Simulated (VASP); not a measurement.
# Cu12HF in VASP: single point with PBE

Aim: the single point of Cu12HF with PBE.

Program: VASP 6.6.1. These are calculated values, not measurements. Logs are shortened: lines on timing, memory, paths and dates and some standing lists are left out, and cuts for length are marked.

### Step 1. The cell of the first run

The cell holds a slab with vacuum, 14 atoms: a = 5.132 Å, b = 5.132 Å, c = 22.122 Å, α = 90.00°, β = 90.00°, γ = 120.00°.

### Step 2. Single point, PBE

File INCAR:

```
PREC     = Accurate       # precision mode
ENCUT    = 520            # plane-wave cutoff, eV
EDIFF    = 1E-7           # SCF threshold, eV
ISMEAR   = 0              # smearing method
SIGMA    = 0.1            # smearing width, eV
LREAL    = False          # projectors in reciprocal space
LASPH    = True           # aspherical terms in the spheres
NELM     = 60             # most SCF steps
ALGO     = Normal         # electronic algorithm
ISIF     = 2              # what is computed and relaxed
LWAVE    = False          # write WAVECAR
LCHARG   = True           # write CHGCAR
LDIPOL   = True         
IDIPOL   = 3            
DIPOL    = 0.5 0.5 0.292
GGA      = PE             # functional
LELF     = True           # ELF
LVHAR    = True         
LVACPOTAV= True         
NBANDS   = 83             # bands
```

File KPOINTS:

```
regular mesh
0
Gamma
  6 6 1
```

File POSCAR:

```
Cu12HF
1.0
    5.1319544646      0.0000000000      0.0000000000
   -2.5659772323      4.4444029374      0.0000000000
    0.0000000000      0.0000000000     22.1215701967
Cu F H
12 1 1
Direct
    0.3333333333      0.1666666667      0.1808189909
    0.3333333333      0.6666666667      0.1808189909
    0.8333333333      0.1666666667      0.1808189909
    0.8333333333      0.6666666667      0.1808189909
    0.1666666667      0.3333333333      0.2739718312
    0.1666666667      0.8333333333      0.2739718312
    0.6666666667      0.3333333333      0.2739718312
    0.6666666667      0.8333333333      0.2739718312
    0.0000000000      0.0000000000      0.3671335319
    0.0000000000      0.5000000000      0.3671335319
    0.5000000000      0.0000000000      0.3671335319
    0.5000000000      0.5000000000      0.3671335319
    0.2866453973      0.2133546027      0.4032973300
    0.3800212694      0.1199787306      0.4032973300
```

Potentials or basis: VASP PAW PBE potentials, release 64 (Cu, F, H).

The run is started by

```sh
> cat potpaw_PBE.64/Cu/POTCAR potpaw_PBE.64/F/POTCAR potpaw_PBE.64/H/POTCAR > POTCAR
> mpirun -np 1 vasp_std > vasp.out
```

OUTCAR:

```text
PREC = Accurate
   ENCUT = 520
   EDIFF = 1E-7
   ISMEAR = 0
   LREAL = False
   LASPH = True
   NELM = 60
   ISIF = 2
   GGA = PE

 ion  position               nearest neighbor table
   1  0.333  0.167  0.181-   5 2.54   6 2.54   7 2.54   4 2.57   2 2.57   2 2.57   4 2.57   3 2.57
                             3 2.57
   2  0.333  0.667  0.181-   6 2.54   5 2.54   8 2.54   3 2.57   1 2.57   1 2.57   3 2.57   4 2.57
                             4 2.57
   3  0.833  0.167  0.181-   7 2.54   8 2.54   5 2.54   4 2.57   2 2.57   4 2.57   2 2.57   1 2.57
                             1 2.57
   4  0.833  0.667  0.181-   8 2.54   7 2.54   6 2.54   3 2.57   1 2.57   3 2.57   1 2.57   2 2.57
                             2 2.57
   5  0.167  0.333  0.274-   1 2.54   2 2.54   3 2.54   9 2.54  12 2.54  10 2.54   8 2.57   6 2.57
                             6 2.57   8 2.57   7 2.57   7 2.57
   6  0.167  0.833  0.274-   2 2.54   1 2.54   4 2.54  10 2.54  11 2.54   9 2.54   7 2.57   5 2.57
                             5 2.57   7 2.57   8 2.57   8 2.57
   7  0.667  0.333  0.274-   3 2.54   4 2.54   1 2.54  11 2.54  10 2.54  12 2.54   8 2.57   6 2.57
                             8 2.57   6 2.57   5 2.57   5 2.57
   8  0.667  0.833  0.274-   4 2.54   3 2.54   2 2.54  12 2.54   9 2.54  11 2.54   7 2.57   5 2.57
                             7 2.57   5 2.57   6 2.57   6 2.57
   9  0.000  0.000  0.367-  13 1.55   5 2.54   8 2.54   6 2.54  12 2.57  10 2.57  10 2.57  12 2.57
                            11 2.57  11 2.57
  10  0.000  0.500  0.367-   6 2.54   7 2.54   5 2.54   9 2.57  11 2.57   9 2.57  11 2.57  12 2.57
                            12 2.57
  11  0.500  0.000  0.367-  14 1.33  13 2.06   7 2.54   6 2.54   8 2.54  10 2.57  12 2.57  12 2.57
                            10 2.57   9 2.57   9 2.57
  12  0.500  0.500  0.367-  13 1.55   8 2.54   5 2.54   7 2.54  11 2.57   9 2.57  11 2.57   9 2.57
                            10 2.57  10 2.57
  13  0.287  0.213  0.403-  14 0.83  12 1.55   9 1.55  11 2.06
  14  0.380  0.120  0.403-  13 0.83  11 1.33

  LATTYP: Found a hexagonal cell.
 ALAT       =     5.1319544646
 C/A-ratio  =     4.3105546531

  Lattice vectors:

 A1 = (   5.1319544646,   0.0000000000,   0.0000000000)
 A2 = (  -2.5659772323,   4.4444029374,   0.0000000000)
 A3 = (   0.0000000000,   0.0000000000,  22.1215701967)

Analysis of symmetry for initial positions (statically):
=====================================================================
 Subroutine PRICEL returns:
 Original cell was already a primitive cell.

 Routine SETGRP: Setting up the symmetry group for a
 hexagonal supercell.

 Subroutine GETGRP returns: Found  2 space group operations
 (whereof  1 operations were pure point group operations)
 out of a pool of 24 trial point group operations.

The static configuration has the point symmetry C_1 .
 The point group associated with its full space group is C_1h.

Analysis of symmetry for dynamics (positions and initial velocities):
=====================================================================
 Subroutine PRICEL returns:
 Original cell was already a primitive cell.

 Routine SETGRP: Setting up the symmetry group for a
 hexagonal supercell.

 Subroutine GETGRP returns: Found  2 space group operations
 (whereof  1 operations were pure point group operations)
 out of a pool of 24 trial point group operations.

The dynamic configuration has the point symmetry C_1 .
 The point group associated with its full space group is C_1h.

 Subroutine INISYM returns: Found  2 space group operations
 (whereof  1 operations are pure point group operations),
 and found     1 'primitive' translations

----------------------------------------------------------------------------------------

                                     Primitive cell

  volume of cell :     504.5592

  direct lattice vectors                    reciprocal lattice vectors
     5.131954465  0.000000000  0.000000000     0.194857536  0.112501051  0.000000000
    -2.565977232  4.444402937  0.000000000     0.000000000  0.225002101  0.000000000
     0.000000000  0.000000000 22.121570197     0.000000000  0.000000000  0.045204748

  length of vectors
     5.131954465  5.131954465 22.121570197     0.225002101  0.225002101  0.045204748

  position of ions in fractional coordinates (direct lattice)
     0.333333333  0.166666667  0.180818991
     0.333333333  0.666666667  0.180818991
     0.833333333  0.166666667  0.180818991
     0.833333333  0.666666667  0.180818991
     0.166666667  0.333333333  0.273971831
     0.166666667  0.833333333  0.273971831
     0.666666667  0.333333333  0.273971831
     0.666666667  0.833333333  0.273971831
     0.000000000  0.000000000  0.367133532
     0.000000000  0.500000000  0.367133532
     0.500000000  0.000000000  0.367133532
     0.500000000  0.500000000  0.367133532
     0.286645397  0.213354603  0.403297330
     0.380021269  0.119978731  0.403297330

  ion indices of the primitive-cell ions
   primitive index   ion index
                 1           1
                 2           2
                 3           3
                 4           4
                 5           5
                 6           6
                 7           7
                 8           8
                 9           9
                10          10
                11          11
                12          12
                13          13
                14          14

----------------------------------------------------------------------------------------

 KPOINTS: regular mesh

Automatic generation of k-mesh.
 Grid dimensions read from file:
 generate k-points for:    6    6    1

 Generating k-lattice:

  Cartesian coordinates                     Fractional coordinates (reciprocal lattice)
     0.032476256  0.018750175  0.000000000     0.166666667 -0.000000000  0.000000000
     0.000000000  0.037500350  0.000000000     0.000000000  0.166666667  0.000000000
     0.000000000  0.000000000  0.045204748     0.000000000  0.000000000  1.000000000

  Length of vectors
     0.037500350  0.037500350  0.045204748

  Shift w.r.t. Gamma in fractional coordinates (k-lattice)
     0.000000000  0.000000000  0.000000000

 Subroutine IBZKPT returns following result:
 ===========================================

 Found     13 irreducible k-points:

 Following reciprocal coordinates:
            Coordinates               Weight
  0.000000  0.000000  0.000000      1.000000
  0.166667  0.000000  0.000000      4.000000
 -0.166667  0.166667  0.000000      2.000000
  0.333333  0.000000  0.000000      4.000000
 -0.333333  0.333333  0.000000      2.000000
  0.500000  0.000000  0.000000      2.000000
  0.500000  0.500000  0.000000      1.000000
  0.166667  0.166667  0.000000      2.000000
 -0.166667  0.333333  0.000000      4.000000
  0.333333  0.166667  0.000000      4.000000
 -0.166667  0.500000  0.000000      4.000000
  0.500000  0.333333  0.000000      4.000000
  0.333333  0.333333  0.000000      2.000000
   k-points           NKPTS =     13   k-points in BZ     NKDIM =     13   number of bands    NBANDS=     83
   number of dos      NEDOS =    301   number of ions     NIONS =     14
   total plane-waves  NPLWV = 268800
   dimension x,y,z NGX =    40 NGY =   40 NGZ =  168
   dimension x,y,z NGXF=    80 NGYF=   80 NGZF=  336
   ions per type =              12   1   1
   NGX,Y,Z   is equivalent  to a cutoff of  12.96, 12.96, 12.63 a.u.
   NGXF,Y,Z  is equivalent  to a cutoff of  25.92, 25.92, 25.25 a.u.
 SYSTEM =  unknown system
   PREC   = accura    normal or accurate (medium, high low for compatibility)
   ISTART =      0    job   : 0-new  1-cont  2-samecut
   ICHARG =      2    charge: 1-file 2-atom 10-const
   ISPIN  =      1    spin polarized calculation?
   LNONCOLLINEAR =      F non collinear calculations
   LSORBIT =      F    spin-orbit coupling
   LASPH  =      T    aspherical Exc in radial PAW
   ENCUT  =  520.0 eV  38.22 Ry    6.18 a.u.   9.54  9.54 41.13*2*pi/ulx,y,z
   NELM   =     60;   NELMIN=  2; NELMDL= -5     # of ELM steps
   EDIFF  = 0.1E-06   stopping-criterion for ELM
   LREAL  =      F    real-space projection
   EDIFFG = 0.1E-05   stopping-criterion for IOM
   NSW    =      0    number of steps for IOM
   IBRION =     -1    ionic relax: 0-MD 1-quasi-New 2-CG
   NFREE  =      0    steps in history (QN), initial steepest desc. (CG)
   ISIF   =      2    stress and relaxation
   ISYM   =      2    0-nonsym 1-usesym 2-fastsym
   POTIM  = 0.5000    time-step for ionic-motion
   TEBEG  =    0.0;   TEEND  =   0.0 temperature during run
   PSTRESS=    0.0 pullay stress
   NELECT =     140.0000    total number of electrons
   NUPDOWN=      -1.0000    fix difference up-down
   EMIN   =  10.00;   EMAX   =-10.00  energy-range for DOS
   EFERMI =   0.00;   METHOD = LEGACY
   ISMEAR =     0;   SIGMA  =   0.10  broadening in eV -4-tet -1-fermi 0-gaus
   EFERMI_NEDOS =   21; number of points for ismear=-14 and -15
   IALGO  =     38    algorithm
   IMIX   =      4    mixing-type and parameters
     AMIX     =   0.40;   BMIX     =  1.00
     AMIX_MAG =   1.60;   BMIX_MAG =  1.00
  volume/ion in A,a.u.               =      36.04       243.21
  Fermi-wavevector in a.u.,A,eV,Ry     =   1.067776  2.017804 15.512620  1.140145
  Thomas-Fermi vector in A             =   2.203403
   LORBIT       =      0    0 simple, 1 ext, 2 COOP (PROOUT), +10 PAW based schemes
   GGA     = PE    functional components
   LHFCALC =     F    Hartree Fock is set to
   AEXX    =    0.0000 exact exchange contribution
   IVDW    =     0    specifies the selected vdW correction
   LEPSILON=     F    determine dielectric tensor
   LRPA    =     F    only Hartree local field effects (RPA)
 non-spin polarized calculation
 Gauss-broadening in eV      SIGMA  =   0.10
  energy-cutoff  :      520.00
  volume of cell :      504.56
 maximum number of plane-waves:     13643
 NGX is ok and might be reduce to    40
   NGX = 19   NGY = 19   NGZ = 83

 dipolmoment           0.000000      0.000000      0.000003 electrons x Angstroem

 number of electron     139.9999998 magnetization

 dipolmoment           0.000000      0.000000     -0.124066 electrons x Angstroem

 Free energy of the ion-electron system (eV)
  ---------------------------------------------------
  ext. energy  EPLUGINS =         0.00000000
  ---------------------------------------------------
  free energy    TOTEN  =       -38.65105630 eV

  energy without entropy =      -38.62638341  energy(sigma->0) =      -38.63871985

 E-fermi :  -0.6041     XC(G=0):  -4.5347

 val. band max:       -0.6593056365   @ k =   0.5000   0.5000   0.0000
 cond. band min:      -0.5976547778   @ k =   0.0000   0.0000   0.0000
 fundamental gap:      0.0616508586
 Fermi energy:        -0.6041425462

 k-point     1 :       0.0000    0.0000    0.0000
  band No.  band energies     occupation
      1     -33.7205      2.00000
      2     -17.0571      2.00000
      3     -14.1433      2.00000
      4     -13.0199      2.00000
      5      -9.2171      2.00000
      6      -7.2531      2.00000
[... 1094 lines left out ...]
     81       5.0365      0.00000
     82       5.1629      0.00000
 [bands above 82 left out]

------------------------ aborting loop because EDIFF is reached ----------------------------------------

  FORCE on cell =-STRESS in cart. coord.  units (eV):
  Direction    XX          YY          ZZ          XY          YZ          ZX
  --------------------------------------------------------------------------------------
  -------------------------------------------------------------------------------------
  Total       28.4258749     29.2932805     18.1782745      0.7511953     -0.0561235      0.0972078
  in kB       90.2635173     93.0178768     57.7232891      2.3853453     -0.1782145      0.3086737
  external PRESSURE =      80.3348944 kB  Pullay stress =       0.0000000 kB

 VOLUME and BASIS-vectors are now :
 -----------------------------------------------------------------------------
  energy-cutoff  :      520.00
  volume of cell :      504.56
      direct lattice vectors                 reciprocal lattice vectors
     5.131954465  0.000000000  0.000000000     0.194857536  0.112501051  0.000000000
    -2.565977232  4.444402937  0.000000000     0.000000000  0.225002101  0.000000000
     0.000000000  0.000000000 22.121570197     0.000000000  0.000000000  0.045204748

 POSITION                                       TOTAL-FORCE (eV/Angst)
 -----------------------------------------------------------------------------------
      1.28299      0.74073      4.00000        -0.077701      0.044861      0.017279
     -0.00000      2.96294      4.00000         0.007792     -0.050426     -0.030716
      3.84897      0.74073      4.00000         0.047566      0.018465     -0.030716
      2.56598      2.96294      4.00000         0.033838     -0.019537     -0.124583
      0.00000      1.48147      6.06069        -0.039638      0.022885     -0.437548
     -1.28299      3.70367      6.06069        -0.017145     -0.091830     -0.129158
      2.56598      1.48147      6.06069         0.070955      0.060763     -0.129158
      1.28299      3.70367      6.06069         0.092592     -0.053458      0.111711
      0.00000      0.00000      8.12157        -9.739293     -9.143974     -7.461627
     -1.28299      2.22220      8.12157        -0.556473      0.321280     -0.390895
      2.56598      0.00000      8.12157         6.672590     -3.852422     -4.503579
      1.28299      2.22220      8.12157         3.049267     13.006462     -7.461627
      0.92359      0.94823      8.92157        -9.813150      5.665625     16.520642
      1.64239      0.53323      8.92157        10.268799     -5.928694      4.049976
 -----------------------------------------------------------------------------------
    total drift:                                0.000376     -0.000218     -0.002927

  FREE ENERGIE OF THE ION-ELECTRON SYSTEM (eV)
  ---------------------------------------------------
  free  energy   TOTEN  =       -38.6510562995 eV

  energy  without entropy=      -38.6263834074  energy(sigma->0) =      -38.63871985

 vacuum level on the upper side and lower side of the slab         3.111         4.095
```

Wall time 29 min (1 thread of Intel Xeon Platinum 8259CL at 2.50GHz (Skylake/Cascade Lake), shared host); peak memory 0.79 GiB.

What came out:

| Quantity | Value |
| --- | --- |
| Free energy | -38.6511 eV |
| Largest force | 20.033 eV/Å |
| Band gap on the k mesh | 0.01 eV (least direct gap 0.07 eV) |

Forces in eV/Å, atoms in the order of the input:
```
Cu  -0.078  0.045  0.017
Cu   0.008 -0.050 -0.031
Cu   0.048  0.018 -0.031
Cu   0.034 -0.020 -0.125
Cu  -0.040  0.023 -0.438
Cu  -0.017 -0.092 -0.129
Cu   0.071  0.061 -0.129
Cu   0.093 -0.053  0.112
Cu  -9.739 -9.144 -7.462
Cu  -0.556  0.321 -0.391
Cu   6.673 -3.852 -4.504
Cu   3.049 13.006 -7.462
F   -9.813  5.666 16.521
H   10.269 -5.929  4.050
```

Caveat: the smearing spreads over this small gap; semilocal functionals underestimate gaps, and a narrow one can read as zero.

The gap in the log of VASP goes by the Fermi energy; the results here count the filled bands.